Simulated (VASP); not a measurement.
# TiC (Fm-3m) in VASP: single point with r2SCAN

Aim: the single point of TiC with r2SCAN.

Everything below comes from runs of VASP 6.6.1. Logs are shortened: lines on timing, memory, paths and dates and some standing lists are left out, and cuts for length are marked.

### 1 The cell of the first run

Symmetry: Fm-3m, No. 225, cubic system. Conventional cell: a = 4.263 Å, b = 4.263 Å, c = 4.263 Å, α = 90.00°, β = 90.00°, γ = 90.00°. Within 2.8 Å of Ti (site symmetry m-3m) lie 6 C at 2.13 Å. C (site symmetry m-3m) has 6 Ti at 2.13 Å within 2.8 Å.

### 2 Single point, r2SCAN (strain -0.015 along x and y, -0.015 along z)

POSCAR reads:

```
TiC
1.0
    0.0000000000      2.1315400000      2.1315400000
    2.1315400000      0.0000000000      2.1315400000
    2.1315400000      2.1315400000      0.0000000000
Ti C
1 1
Direct
    0.0000000000      0.0000000000      0.0000000000
    0.5000000000      0.5000000000      0.5000000000
```

INCAR.step1 reads:

```
SYSTEM = TiC
PREC     = Accurate       ! precision mode
ENCUT    = 1430           ! plane-wave cutoff, eV
ISMEAR   = 0              ! smearing method
SIGMA    = 0.15           ! smearing width, eV
LREAL    = .False.        ! projectors in reciprocal space
LASPH    = .True.         ! aspherical terms in the spheres
NELM     = 120            ! most SCF steps
NBANDS   = 15             ! bands
GGA      = PE             ! functional
ALGO     = Normal         ! electronic algorithm
EDIFF    = 1E-5           ! SCF threshold, eV
LWAVE    = .True.         ! write WAVECAR
LCHARG   = .False.        ! write CHGCAR
GGA_COMPAT= .False.
```

INCAR.step2 reads:

```
SYSTEM = TiC
PREC     = Accurate       ! precision mode
ENCUT    = 1430           ! plane-wave cutoff, eV
EDIFF    = 1E-6           ! SCF threshold, eV
ISMEAR   = 0              ! smearing method
SIGMA    = 0.15           ! smearing width, eV
LREAL    = .False.        ! projectors in reciprocal space
LASPH    = .True.         ! aspherical terms in the spheres
NELM     = 120            ! most SCF steps
ALGO     = Normal         ! electronic algorithm
ISIF     = 2              ! what is computed and relaxed
LWAVE    = .False.        ! write WAVECAR
LCHARG   = .True.         ! write CHGCAR
METAGGA  = R2SCAN         ! meta-GGA
LMIXTAU  = .True.       
LELF     = .True.         ! ELF
LVHAR    = .True.       
NBANDS   = 15             ! bands
ISTART   = 1            
GGA_COMPAT= .False.
```

KPOINTS reads:

```
Automatic mesh
0
Gamma
  18 18 18
  0 0 0
```

Potentials or basis: VASP PAW PBE potentials, release 64 (Ti_sv, C_h).

Run with:

```console
$ cat potpaw_PBE.64/Ti_sv/POTCAR potpaw_PBE.64/C_h/POTCAR > POTCAR
$ cp INCAR.step1 INCAR
$ mpirun -np 1 vasp_std > vasp.out
$ cp INCAR.step2 INCAR
$ mpirun -np 1 vasp_std > vasp.out
```

OUTCAR:

```text
SYSTEM = TiC
   PREC = Accurate
   ENCUT = 1430
   EDIFF = 1E-6
   ISMEAR = 0
   LREAL = .False.
   LASPH = .True.
   NELM = 120
   ISIF = 2
   METAGGA = R2SCAN
   ISTART = 1

 ion  position               nearest neighbor table
   1  0.000  0.000  0.000-   2 2.13   2 2.13   2 2.13   2 2.13   2 2.13   2 2.13
   2  0.500  0.500  0.500-   1 2.13   1 2.13   1 2.13   1 2.13   1 2.13   1 2.13

  LATTYP: Found a face centered cubic cell.
 ALAT       =     4.2630800000

  Lattice vectors:

 A1 = (   0.0000000000,   2.1315400000,   2.1315400000)
 A2 = (   2.1315400000,   0.0000000000,   2.1315400000)
 A3 = (   2.1315400000,   2.1315400000,   0.0000000000)

Analysis of symmetry for initial positions (statically):
=====================================================================
 Subroutine PRICEL returns:
 Original cell was already a primitive cell.

 Routine SETGRP: Setting up the symmetry group for a
 face centered cubic supercell.

 Subroutine GETGRP returns: Found 48 space group operations
 (whereof 48 operations were pure point group operations)
 out of a pool of 48 trial point group operations.

The static configuration has the point symmetry O_h .

Analysis of symmetry for dynamics (positions and initial velocities):
=====================================================================
 Subroutine PRICEL returns:
 Original cell was already a primitive cell.

 Routine SETGRP: Setting up the symmetry group for a
 face centered cubic supercell.

 Subroutine GETGRP returns: Found 48 space group operations
 (whereof 48 operations were pure point group operations)
 out of a pool of 48 trial point group operations.

The dynamic configuration has the point symmetry O_h .

 Subroutine INISYM returns: Found 48 space group operations
 (whereof 48 operations are pure point group operations),
 and found     1 'primitive' translations

----------------------------------------------------------------------------------------

                                     Primitive cell

  volume of cell :      19.3691

  direct lattice vectors                    reciprocal lattice vectors
     0.000000000  2.131540000  2.131540000    -0.234572187  0.234572187  0.234572187
     2.131540000  0.000000000  2.131540000     0.234572187 -0.234572187  0.234572187
     2.131540000  2.131540000  0.000000000     0.234572187  0.234572187 -0.234572187

  length of vectors
     3.014452777  3.014452777  3.014452777     0.406290946  0.406290946  0.406290946

  position of ions in fractional coordinates (direct lattice)
     0.000000000  0.000000000  0.000000000
     0.500000000  0.500000000  0.500000000

  ion indices of the primitive-cell ions
   primitive index   ion index
                 1           1
                 2           2

----------------------------------------------------------------------------------------

 KPOINTS: Automatic mesh

Automatic generation of k-mesh.
 Grid dimensions read from file:
 generate k-points for:   18   18   18

 Generating k-lattice:

  Cartesian coordinates                     Fractional coordinates (reciprocal lattice)
    -0.013031788  0.013031788  0.013031788     0.055555556  0.000000000  0.000000000
     0.013031788 -0.013031788  0.013031788     0.000000000  0.055555556  0.000000000
     0.013031788  0.013031788 -0.013031788     0.000000000  0.000000000  0.055555556

  Length of vectors
     0.022571719  0.022571719  0.022571719

  Shift w.r.t. Gamma in fractional coordinates (k-lattice)
     0.000000000  0.000000000  0.000000000

 Subroutine IBZKPT returns following result:
 ===========================================

 Found    195 irreducible k-points:

 Following reciprocal coordinates:
            Coordinates               Weight
  0.000000  0.000000  0.000000      1.000000
  0.055556  0.000000  0.000000      8.000000
  0.111111  0.000000  0.000000      8.000000
  0.166667  0.000000  0.000000      8.000000
  0.222222  0.000000  0.000000      8.000000
  0.277778  0.000000  0.000000      8.000000
[... 16 lines left out ...]
 -0.277778  0.055556  0.000000     24.000000
 -0.222222  0.055556  0.000000     24.000000
 [... further k-points ...]
   k-points           NKPTS =    195   k-points in BZ     NKDIM =    195   number of bands    NBANDS=     15
   number of dos      NEDOS =    301   number of ions     NIONS =      2
   total plane-waves  NPLWV =  64000
   dimension x,y,z NGX =    40 NGY =   40 NGZ =   40
   dimension x,y,z NGXF=    80 NGYF=   80 NGZF=   80
   ions per type =               1   1
   NGX,Y,Z   is equivalent  to a cutoff of  22.06, 22.06, 22.06 a.u.
   NGXF,Y,Z  is equivalent  to a cutoff of  44.12, 44.12, 44.12 a.u.
 SYSTEM =  TiC
   PREC   = accura    normal or accurate (medium, high low for compatibility)
   ISTART =      1    job   : 0-new  1-cont  2-samecut
   ICHARG =      0    charge: 1-file 2-atom 10-const
   ISPIN  =      1    spin polarized calculation?
   LNONCOLLINEAR =      F non collinear calculations
   LSORBIT =      F    spin-orbit coupling
   LASPH  =      T    aspherical Exc in radial PAW
   ENCUT  = 1430.0 eV 105.10 Ry   10.25 a.u.   9.29  9.29  9.29*2*pi/ulx,y,z
   NELM   =    120;   NELMIN=  2; NELMDL=  0     # of ELM steps
   EDIFF  = 0.1E-05   stopping-criterion for ELM
   LREAL  =      F    real-space projection
[... 7 lines left out ...]
   TEBEG  =    0.0;   TEEND  =   0.0 temperature during run
   PSTRESS=    0.0 pullay stress
   NELECT =      16.0000    total number of electrons
   NUPDOWN=      -1.0000    fix difference up-down
   EMIN   =  10.00;   EMAX   =-10.00  energy-range for DOS
   EFERMI =   0.00;   METHOD = LEGACY
   ISMEAR =     0;   SIGMA  =   0.15  broadening in eV -4-tet -1-fermi 0-gaus
   EFERMI_NEDOS =   21; number of points for ismear=-14 and -15
   IALGO  =     38    algorithm
   IMIX   =      4    mixing-type and parameters
     AMIX     =   0.40;   BMIX     =  1.00
     AMIX_MAG =   1.60;   BMIX_MAG =  1.00
  volume/ion in A,a.u.               =       9.68        65.35
  Fermi-wavevector in a.u.,A,eV,Ry     =   1.536071  2.902754 32.103146  2.359515
  Thomas-Fermi vector in A             =   2.642771
   LORBIT       =      0    0 simple, 1 ext, 2 COOP (PROOUT), +10 PAW based schemes
   METAGGA = R2SCAN    functional components
   LHFCALC =     F    Hartree Fock is set to
   AEXX    =    0.0000 exact exchange contribution
   IVDW    =     0    specifies the selected vdW correction
   LEPSILON=     F    determine dielectric tensor
   LRPA    =     F    only Hartree local field effects (RPA)
 non-spin polarized calculation
 Gauss-broadening in eV      SIGMA  =   0.15
  energy-cutoff  :     1430.00
  volume of cell :       19.37
 maximum number of plane-waves:      2421
 NGX is ok and might be reduce to    40
   NGX = 19   NGY = 19   NGZ = 19

 number of electron      16.0000000 magnetization

 Free energy of the ion-electron system (eV)
  ---------------------------------------------------
  ext. energy  EPLUGINS =         0.00000000
  ---------------------------------------------------
  free energy    TOTEN  =       -24.84162184 eV

  energy without entropy =      -24.83871722  energy(sigma->0) =      -24.84016953

 E-fermi :  10.4240     XC(G=0): -13.8714

 val. band max:       10.4155468705   @ k =   0.1111   0.0556   0.0000
 cond. band min:      10.4541497551   @ k =   0.5000   0.4444   0.0000
 fundamental gap:      0.0386028846
 Fermi energy:        10.4239700105

 k-point     1 :       0.0000    0.0000    0.0000
  band No.  band energies     occupation
      1     -48.4132      2.00000
      2     -23.3658      2.00000
      3     -23.3658      2.00000
      4     -23.3658      2.00000
      5      -3.0132      2.00000
      6      11.3012      0.00000
      7      11.3012      0.00000
      8      11.3012      0.00000
      9      12.1436      0.00000
     10      12.1436      0.00000
     11      12.1436      0.00000
     12      12.2418      0.00000
     13      12.2418      0.00000
     14      22.3511      0.00000
     15      25.4427      0.00000

 k-point     2 :       0.0556    0.0000    0.0000
  band No.  band energies     occupation
      1     -48.4104      2.00000
      2     -23.3851      2.00000
      3     -23.3675      2.00000
      4     -23.3675      2.00000
      5      -2.9368      2.00000
      6      10.8390      0.00009
      7      11.0397      0.00000
      8      11.0397      0.00000
      9      11.5749      0.00000
     10      11.5749      0.00000
     11      12.4354      0.00000
     12      13.1868      0.00000
     13      13.1868      0.00000
     14      22.4854      0.00000
     15      25.4784      0.00000

 k-point     3 :       0.1111    0.0000    0.0000
  band No.  band energies     occupation
      1     -48.4023      2.00000
      2     -23.4405      2.00000
      3     -23.3723      2.00000
      4     -23.3723      2.00000
      5      -2.7120      2.00000
      6       9.9846      1.99997
      7      10.2334      1.92766
      8      10.2334      1.92765
      9      11.6680      0.00000
     10      11.6680      0.00000
     11      12.8220      0.00000
     12      14.2362      0.00000
     13      14.2362      0.00000
     14      22.8236      0.00000
     15      25.5252      0.00000
[... 343 lines left out ...]
 k-point    23 :      -0.2778    0.0556    0.0000
  band No.  band energies     occupation
      1     -48.3516      2.00000
      2     -23.7652      2.00000
      3     -23.4232      2.00000
      4     -23.3935      2.00000
      5      -1.0560      2.00000
      6       6.5455      2.00000
      7       7.8806      2.00000
      8       8.1385      2.00000
      9      12.6150      0.00000
     10      12.9765      0.00000
     11      14.0265      0.00000
     12      16.9940      0.00000
     13      18.0825      0.00000
     14      22.1159      0.00000
     15      26.6065      0.00000

 k-point    24 :      -0.2222    0.0556    0.0000
  band No.  band energies     occupation
      1     -48.3675      2.00000
      2     -23.6629      2.00000
      3     -23.4133      2.00000
      4     -23.3835      2.00000
      5      -1.6406      2.00000
      6       7.5233      2.00000
      7       8.3718      2.00000
      8       8.6899      2.00000
      9      12.2095      0.00000
     10      12.6222      0.00000
     11      13.6989      0.00000
     12      16.0728      0.00000
     13      17.2098      0.00000
     14      22.9304      0.00000
     15      25.9327      0.00000

 [... further k-points ...]
[... 5 lines left out ...]
  --------------------------------------------------------------------------------------
  -------------------------------------------------------------------------------------
  Total        1.6941451      1.6941451      1.6941451      0.0000000      0.0000000     -0.0000000
  in kB      140.1363243    140.1363243    140.1363243      0.0000000      0.0000000     -0.0000000
  external PRESSURE =     140.1363243 kB  Pullay stress =       0.0000000 kB

 VOLUME and BASIS-vectors are now :
 -----------------------------------------------------------------------------
  energy-cutoff  :     1430.00
  volume of cell :       19.37
      direct lattice vectors                 reciprocal lattice vectors
     0.000000000  2.131540000  2.131540000    -0.234572187  0.234572187  0.234572187
     2.131540000  0.000000000  2.131540000     0.234572187 -0.234572187  0.234572187
     2.131540000  2.131540000  0.000000000     0.234572187  0.234572187 -0.234572187

 POSITION                                       TOTAL-FORCE (eV/Angst)
 -----------------------------------------------------------------------------------
      0.00000      0.00000      0.00000         0.000000     -0.000000     -0.000000
      2.13154      2.13154      2.13154        -0.000000      0.000000      0.000000
 -----------------------------------------------------------------------------------
    total drift:                                0.000000     -0.000000     -0.000000

  FREE ENERGIE OF THE ION-ELECTRON SYSTEM (eV)
  ---------------------------------------------------
  free  energy   TOTEN  =       -24.8416218353 eV

  energy  without entropy=      -24.8387172175  energy(sigma->0) =      -24.84016953
```

Wall time 15 min (1 thread of Intel Xeon Platinum 8259CL at 2.50GHz (Skylake/Cascade Lake), shared host); peak memory 0.46 GiB.

What came out:

| Item | Value |
| --- | --- |
| Free energy | -24.8416 eV |
| Pressure | 14.0 GPa |
| Band gap on the k mesh | zero (bands 8 and 9 overlap by 1.36 eV) |

Levels at points of the mesh, in eV from the Fermi level:
| k point | band 6 | band 7 | band 8 | band 9 | band 10 | band 11 |
| --- | --- | --- | --- | --- | --- | --- |
| (0.00, 0.00, 0.00) | 0.88 | 0.88 | 0.88 | 1.72 | 1.72 | 1.72 |
| (0.50, 0.00, 0.00) | -6.32 | -3.30 | -3.30 | 3.34 | 3.34 | 4.66 |
| (0.50, 0.50, 0.00) | -3.72 | -1.67 | -0.11 | -0.11 | 2.91 | 4.01 |

Caveat: the cell differs from its parent crystal (strain -0.015 along x and y, -0.015 along z); the cell stands under pressure; the PAW data sets were made with another functional, which shifts forces and pressure a little.

The gap in the log of VASP goes by the Fermi energy; the results here count the filled bands.